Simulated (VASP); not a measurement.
# CaO in VASP: single point with PBE+D3(BJ)

Aim: the single point of CaO with PBE+D3(BJ).

Program: VASP 6.6.1. These are calculated values, not measurements. Logs are shortened: lines on timing, memory, paths and dates and some standing lists are left out, and cuts for length are marked.

### 1 The cell of the first run

The cell holds a slab with vacuum, 24 atoms: a = 6.765 Å, b = 6.765 Å, c = 22.904 Å, α = 90.00°, β = 90.00°, γ = 120.00°.

### 2 Single point, PBE+D3(BJ)

INCAR reads:

```
PREC     = Accurate       # precision mode
ENCUT    = 520            # plane-wave cutoff, eV
EDIFF    = 1E-6           # SCF threshold, eV
ISMEAR   = 0              # smearing method
SIGMA    = 0.05           # smearing width, eV
LREAL    = Auto         
LASPH    = True           # aspherical terms in the spheres
NELM     = 60             # most SCF steps
ALGO     = Normal         # electronic algorithm
ISIF     = 2              # what is computed and relaxed
LWAVE    = False          # write WAVECAR
LCHARG   = False          # write CHGCAR
LDIPOL   = True         
IDIPOL   = 3            
DIPOL    = 0.5 0.5 0.499
GGA      = PE             # functional
IVDW     = 12             # dispersion correction
NBANDS   = 114            # bands
```

KPOINTS reads:

```
regular mesh
0
Gamma
  3 3 1
```

POSCAR reads:

```
CaO
1.0
    6.7646985745      0.0000000000      0.0000000000
   -3.3823492873      5.8584008145      0.0000000000
    0.0000000000      0.0000000000     22.9041915714
O Ca
12 12
Direct
    0.1666666667      0.3333333333      0.3492810464
    0.1666666667      0.8333333333      0.3492810464
    0.6666666667      0.3333333333      0.3492810464
    0.6666666667      0.8333333333      0.3492810464
    0.5000000000      0.5000000000      0.4698562093
    0.5000000000      0.0000000000      0.4698562093
    0.0000000000      0.5000000000      0.4698562093
    0.0000000000      0.0000000000      0.4698562093
    0.8333333333      0.6666666667      0.5941023484
    0.8333333333      0.1666666667      0.5941023484
    0.3333333333      0.6666666667      0.5941023484
    0.3333333333      0.1666666667      0.5941023484
    0.3333333333      0.1666666667      0.4095686279
    0.3333333333      0.6666666667      0.4095686279
    0.8333333333      0.1666666667      0.4095686279
    0.8333333333      0.6666666667      0.4095686279
    0.6666666667      0.3333333333      0.5235229114
    0.6666666667      0.8333333333      0.5235229114
    0.1666666667      0.3333333333      0.5235229114
    0.1666666667      0.8333333333      0.5235229114
    0.0000000000      0.5000000000      0.6471420771
    0.0000000000      0.0000000000      0.6471420771
    0.5000000000      0.5000000000      0.6471420771
    0.5000000000      0.0000000000      0.6471420771
```

Potentials or basis: VASP PAW PBE potentials, release 64 (O, Ca_sv).

Started as:

```sh
$ cat potpaw_PBE.64/O/POTCAR potpaw_PBE.64/Ca_sv/POTCAR > POTCAR
$ mpirun -np 1 vasp_std > vasp.out
```

OUTCAR:

```text
PREC = Accurate
   ENCUT = 520
   EDIFF = 1E-6
   ISMEAR = 0
   LREAL = Auto
   LASPH = True
   NELM = 60
   ISIF = 2
   GGA = PE
   IVDW = 12
 IVDW          = 12

 ion  position               nearest neighbor table
   1  0.167  0.333  0.349-  13 2.39  15 2.39  14 2.39
   2  0.167  0.833  0.349-  14 2.39  16 2.39  13 2.39
   3  0.667  0.333  0.349-  15 2.39  13 2.39  16 2.39
   4  0.667  0.833  0.349-  16 2.39  14 2.39  15 2.39
   5  0.500  0.500  0.470-  19 2.31  18 2.31  17 2.31  16 2.39  13 2.39  14 2.39
   6  0.500  0.000  0.470-  20 2.31  17 2.31  18 2.31  15 2.39  14 2.39  13 2.39
   7  0.000  0.500  0.470-  17 2.31  20 2.31  19 2.31  14 2.39  15 2.39  16 2.39
   8  0.000  0.000  0.470-  18 2.31  19 2.31  20 2.31  13 2.39  16 2.39  15 2.39
   9  0.833  0.667  0.594-  23 2.30  22 2.30  21 2.30  18 2.54  20 2.54  17 2.54
  10  0.833  0.167  0.594-  24 2.30  21 2.30  22 2.30  17 2.54  19 2.54  18 2.54
[... 8 lines left out ...]
  19  0.167  0.333  0.524-   5 2.31   8 2.31   7 2.31  12 2.54  10 2.54  11 2.54
  20  0.167  0.833  0.524-   6 2.31   7 2.31   8 2.31  11 2.54   9 2.54  12 2.54
  21  0.000  0.500  0.647-  11 2.30  10 2.30   9 2.30
  22  0.000  0.000  0.647-  12 2.30   9 2.30  10 2.30
  23  0.500  0.500  0.647-   9 2.30  12 2.30  11 2.30
  24  0.500  0.000  0.647-  10 2.30  11 2.30  12 2.30

  LATTYP: Found a hexagonal cell.
 ALAT       =     6.7646985745
 C/A-ratio  =     3.3858406726

  Lattice vectors:

 A1 = (   6.7646985745,   0.0000000000,   0.0000000000)
 A2 = (  -3.3823492873,   5.8584008145,   0.0000000000)
 A3 = (   0.0000000000,   0.0000000000,  22.9041915714)

Analysis of symmetry for initial positions (statically):
=====================================================================
 Subroutine PRICEL returns following result:

  LATTYP: Found a hexagonal cell.
 ALAT       =     3.3823492873
 C/A-ratio  =     6.7716813452

  Lattice vectors:

 A1 = (   3.3823492873,   0.0000000000,   0.0000000000)
 A2 = (  -1.6911746436,   2.9292004073,   0.0000000000)
 A3 = (   0.0000000000,   0.0000000000,  22.9041915714)

   4 primitive cells build up your supercell.

 Routine SETGRP: Setting up the symmetry group for a
 hexagonal supercell.

 Subroutine GETGRP returns: Found  6 space group operations
 (whereof  6 operations were pure point group operations)
 out of a pool of 24 trial point group operations.

The static configuration has the point symmetry C_3v.

Analysis of symmetry for dynamics (positions and initial velocities):
=====================================================================
 Subroutine PRICEL returns following result:

  LATTYP: Found a hexagonal cell.
 ALAT       =     3.3823492873
 C/A-ratio  =     6.7716813452

  Lattice vectors:

 A1 = (   3.3823492873,   0.0000000000,   0.0000000000)
 A2 = (  -1.6911746436,   2.9292004073,   0.0000000000)
 A3 = (   0.0000000000,   0.0000000000,  22.9041915714)

   4 primitive cells build up your supercell.

 Routine SETGRP: Setting up the symmetry group for a
 hexagonal supercell.

 Subroutine GETGRP returns: Found  6 space group operations
 (whereof  6 operations were pure point group operations)
 out of a pool of 24 trial point group operations.

The dynamic configuration has the point symmetry C_3v.

 Subroutine INISYM returns: Found  6 space group operations
 (whereof  6 operations are pure point group operations),
 and found     4 'primitive' translations

----------------------------------------------------------------------------------------

                                     Primitive cell

  volume of cell :     226.9251

  direct lattice vectors                    reciprocal lattice vectors
     3.382349287  0.000000000  0.000000000     0.295652493  0.170695047  0.000000000
    -1.691174644  2.929200407  0.000000000     0.000000000  0.341390093  0.000000000
     0.000000000  0.000000000 22.904191571     0.000000000  0.000000000  0.043660131

  length of vectors
     3.382349287  3.382349287 22.904191571     0.341390093  0.341390093  0.043660131

  position of ions in fractional coordinates (direct lattice)
     0.333333333  0.666666667  0.349281046
     0.000000000  0.000000000  0.469856209
     0.666666667  0.333333333  0.594102348
     0.666666667  0.333333333  0.409568628
     0.333333333  0.666666667  0.523522911
     0.000000000  0.000000000  0.647142077

  ion indices of the primitive-cell ions
   primitive index   ion index
                 1           1
                 2           7
                 3          12
                 4          13
                 5          19
                 6          21

----------------------------------------------------------------------------------------

 KPOINTS: regular mesh

Automatic generation of k-mesh.
 Grid dimensions read from file:
 generate k-points for:    3    3    1

 Generating k-lattice:

  Cartesian coordinates                     Fractional coordinates (reciprocal lattice)
     0.049275416  0.028449174  0.000000000     0.333333333 -0.000000000  0.000000000
     0.000000000  0.056898349  0.000000000     0.000000000  0.333333333  0.000000000
     0.000000000  0.000000000  0.043660131     0.000000000  0.000000000  1.000000000

  Length of vectors
     0.056898349  0.056898349  0.043660131

  Shift w.r.t. Gamma in fractional coordinates (k-lattice)
     0.000000000  0.000000000  0.000000000

 Subroutine IBZKPT returns following result:
 ===========================================

 Found      3 irreducible k-points:

 Following reciprocal coordinates:
            Coordinates               Weight
  0.000000  0.000000  0.000000      1.000000
  0.333333  0.000000  0.000000      6.000000
  0.333333  0.333333  0.000000      2.000000
   k-points           NKPTS =      3   k-points in BZ     NKDIM =      3   number of bands    NBANDS=    114
   number of dos      NEDOS =    301   number of ions     NIONS =     24
   total plane-waves  NPLWV = 450000
   dimension x,y,z NGX =    50 NGY =   50 NGZ =  180
   dimension x,y,z NGXF=   100 NGYF=  100 NGZF=  360
   ions per type =              12  12
   NGX,Y,Z   is equivalent  to a cutoff of  12.29, 12.29, 13.06 a.u.
   NGXF,Y,Z  is equivalent  to a cutoff of  24.58, 24.58, 26.13 a.u.
 SYSTEM =  unknown system
   PREC   = accura    normal or accurate (medium, high low for compatibility)
   ISTART =      0    job   : 0-new  1-cont  2-samecut
   ICHARG =      2    charge: 1-file 2-atom 10-const
   ISPIN  =      1    spin polarized calculation?
   LNONCOLLINEAR =      F non collinear calculations
   LSORBIT =      F    spin-orbit coupling
   LASPH  =      T    aspherical Exc in radial PAW
   ENCUT  =  520.0 eV  38.22 Ry    6.18 a.u.  12.58 12.58 42.59*2*pi/ulx,y,z
   NELM   =     60;   NELMIN=  2; NELMDL= -5     # of ELM steps
   EDIFF  = 0.1E-05   stopping-criterion for ELM
   LREAL  =      T    real-space projection
   EDIFFG = 0.1E-04   stopping-criterion for IOM
   NSW    =      0    number of steps for IOM
   IBRION =     -1    ionic relax: 0-MD 1-quasi-New 2-CG
   NFREE  =      0    steps in history (QN), initial steepest desc. (CG)
   ISIF   =      2    stress and relaxation
   ISYM   =      2    0-nonsym 1-usesym 2-fastsym
   POTIM  = 0.5000    time-step for ionic-motion
   TEBEG  =    0.0;   TEEND  =   0.0 temperature during run
   PSTRESS=    0.0 pullay stress
   NELECT =     192.0000    total number of electrons
   NUPDOWN=      -1.0000    fix difference up-down
   EMIN   =  10.00;   EMAX   =-10.00  energy-range for DOS
   EFERMI =   0.00;   METHOD = LEGACY
   ISMEAR =     0;   SIGMA  =   0.05  broadening in eV -4-tet -1-fermi 0-gaus
   EFERMI_NEDOS =   21; number of points for ismear=-14 and -15
   IALGO  =     38    algorithm
   IMIX   =      4    mixing-type and parameters
     AMIX     =   0.40;   BMIX     =  1.00
     AMIX_MAG =   1.60;   BMIX_MAG =  1.00
  volume/ion in A,a.u.               =      37.82       255.23
  Fermi-wavevector in a.u.,A,eV,Ry     =   0.975426  1.843288 12.945348  0.951456
  Thomas-Fermi vector in A             =   2.105965
   LORBIT       =      0    0 simple, 1 ext, 2 COOP (PROOUT), +10 PAW based schemes
   GGA     = PE    functional components
   LHFCALC =     F    Hartree Fock is set to
   AEXX    =    0.0000 exact exchange contribution
   IVDW    =    12    specifies the selected vdW correction
   LEPSILON=     F    determine dielectric tensor
   LRPA    =     F    only Hartree local field effects (RPA)
 non-spin polarized calculation
 Gauss-broadening in eV      SIGMA  =   0.05
  energy-cutoff  :      520.00
  volume of cell :      907.70
 maximum number of plane-waves:     24529
 NGX is ok and might be reduce to    50
   NGX = 25   NGY = 25   NGZ = 85

 dipolmoment           0.000000      0.000000      0.531292 electrons x Angstroem

 number of electron     192.0000008 magnetization

 dipolmoment           0.000000      0.000000     -1.220413 electrons x Angstroem

 Free energy of the ion-electron system (eV)
  ---------------------------------------------------
  ext. energy  EPLUGINS =         0.00000000
  ---------------------------------------------------
  free energy    TOTEN  =      -131.53908248 eV

  energy without entropy =     -131.48520048  energy(sigma->0) =     -131.51214148

 E-fermi :  -2.5146     XC(G=0):  -4.6996

 val. band max:       -2.5426118695   @ k =   0.0000   0.0000   0.0000
 cond. band min:      -2.5093270250   @ k =   0.3333   0.0000   0.0000
 fundamental gap:      0.0332848445
 Fermi energy:        -2.5146226482

 k-point     1 :       0.0000    0.0000    0.0000
  band No.  band energies     occupation
      1     -44.2691      2.00000
      2     -44.2006      2.00000
      3     -44.2006      2.00000
      4     -44.2006      2.00000
      5     -42.9895      2.00000
      6     -42.9174      2.00000
[... 100 lines left out ...]
    107      -0.3032      0.00000
    108       0.4703      0.00000

 k-point     2 :       0.3333    0.0000    0.0000
  band No.  band energies     occupation
      1     -44.2521      2.00000
      2     -44.2179      2.00000
      3     -44.2006      2.00000
      4     -44.2006      2.00000
      5     -42.9716      2.00000
      6     -42.9356      2.00000
[... 100 lines left out ...]
    107      -0.1009      0.00000
    108       0.0865      0.00000

 k-point     3 :       0.3333    0.3333    0.0000
  band No.  band energies     occupation
      1     -44.2265      2.00000
      2     -44.2265      2.00000
      3     -44.2265      2.00000
      4     -44.1920      2.00000
      5     -42.9446      2.00000
      6     -42.9446      2.00000
[... 100 lines left out ...]
    107      -0.1291      0.00000
    108       0.2699      0.00000
 [bands above 108 left out]

------------------------ aborting loop because EDIFF is reached ----------------------------------------

 vacuum level on the upper side and lower side of the slab       (xc-potential included)        -2.728         2.720

 Edisp (eV)   -4.76273

 E8    (eV) :    -2.2114

  FORCE on cell =-STRESS in cart. coord.  units (eV):
  Direction    XX          YY          ZZ          XY          YZ          ZX
  --------------------------------------------------------------------------------------
  -------------------------------------------------------------------------------------
  Total       8.39290     8.39290    -2.12747    -0.00000    -0.00000     0.00000
  in kB      14.81427    14.81427    -3.75518    -0.00000    -0.00000     0.00000
  external pressure =        8.62 kB  Pullay stress =        0.00 kB

 VOLUME and BASIS-vectors are now :
 -----------------------------------------------------------------------------
  energy-cutoff  :      520.00
  volume of cell :      907.70
      direct lattice vectors                 reciprocal lattice vectors
     6.764698574  0.000000000  0.000000000     0.147826247  0.085347523  0.000000000
    -3.382349287  5.858400815  0.000000000     0.000000000  0.170695047  0.000000000
     0.000000000  0.000000000 22.904191571     0.000000000  0.000000000  0.043660131

 POSITION                                       TOTAL-FORCE (eV/Angst)
 -----------------------------------------------------------------------------------
      0.00000      1.95280      8.00000         0.000000      0.000000      1.975371
     -1.69117      4.88200      8.00000         0.000000     -0.000000      1.975371
      3.38235      1.95280      8.00000         0.000000      0.000000      1.975371
      1.69117      4.88200      8.00000         0.000000     -0.000000      1.975371
      1.69117      2.92920     10.76168         0.000000      0.000000      1.495736
      3.38235      0.00000     10.76168         0.000000      0.000000      1.495736
[... 16 lines left out ...]
      1.69117      2.92920     14.82227         0.000000      0.000000      0.056743
      3.38235      0.00000     14.82227         0.000000      0.000000      0.056743
 -----------------------------------------------------------------------------------
    total drift:                                0.000000      0.000000      0.017514

  FREE ENERGIE OF THE ION-ELECTRON SYSTEM (eV)
  ---------------------------------------------------
  free  energy   TOTEN  =      -136.3018086082 eV

  energy  without entropy=     -136.2479266109  energy(sigma->0) =     -136.27486761

 vacuum level on the upper side and lower side of the slab         1.444         7.017
```

Wall time 39 min (1 thread of Intel Xeon 6975P-C (Granite Rapids), shared host); peak memory 0.95 GiB.

What came out:

| Item | Value |
| --- | --- |
| Free energy | -136.3018 eV |
| Largest force | 3.514 eV/Å |
| Band gap on the k mesh | zero (bands 96 and 97 overlap by 0.16 eV) |
| Dispersion energy per atom | -0.198 eV |

Forces on the atoms (eV/Å):
```
O    0.000  0.000  1.975
O    0.000  0.000  1.975
O    0.000  0.000  1.975
O    0.000  0.000  1.975
O    0.000  0.000  1.496
O    0.000  0.000  1.496
O    0.000  0.000  1.496
O    0.000  0.000  1.496
O    0.000  0.000 -0.055
O    0.000  0.000 -0.055
O    0.000  0.000 -0.055
O    0.000  0.000 -0.055
Ca   0.000  0.000 -3.514
Ca   0.000  0.000 -3.514
Ca   0.000  0.000 -3.514
Ca   0.000  0.000 -3.514
Ca   0.000  0.000  0.041
Ca   0.000  0.000  0.041
Ca   0.000  0.000  0.041
Ca   0.000  0.000  0.041
Ca   0.000  0.000  0.057
Ca   0.000  0.000  0.057
Ca   0.000  0.000  0.057
Ca   0.000  0.000  0.057
```

The gap in the log of VASP goes by the Fermi energy; the results here count the filled bands.